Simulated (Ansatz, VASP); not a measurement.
## BN in VASP and in Ansatz

```
N B
1.0
     2.50180    0.00000    0.00000
    -1.25090    2.16663    0.00000
     0.00000    0.00000    4.14057
N B
2 2
Cartesian
  0.0000 1.4444 0.5187
  1.2509 0.7222 2.5890
  0.0000 1.4444 2.0691
  1.2509 0.7222 4.1394
```

Change from the starting cell: volume scaled by 0.94.

Alike in both runs: task single point; functional LDA; k mesh 12 × 12 × 6; occupations fermi-dirac, width 0.05 eV; no spin polarisation.

|  | VASP | Ansatz |
| --- | --- | --- |
| version | VASP 6.6.1 | Ansatz 0.2.0 |
| potentials or method | VASP PAW LDA potentials, release 64 (N, B), cutoff 520 eV | all-electron LAPW, scalar-relativistic |

|  | VASP | Ansatz | Ansatz less VASP |
| --- | --- | --- | --- |
| gap on the k mesh at the Fermi level (eV) | 4.86 | 4.88 | +0.016 |
| least direct gap on the mesh (eV) | 8.40 | 8.40 | +0.008 |
| pressure (GPa) | 11.8 | 10.8 | -0.93 |
| traceless stress, the component that is largest in VASP (GPa) | -0.06 | -0.06 | 0.000 |
| rms of the force components (eV/Å) | 0.016 | 0.015 | -0.0011 |

LDA's correlation is that of Perdew and Zunger in VASP and of Perdew and Wang (1992) in Ansatz. Atom by atom the forces differ by 0.001 eV/Å (rms over components). Ansatz ran all-electron here, and VASP with PAW potentials.
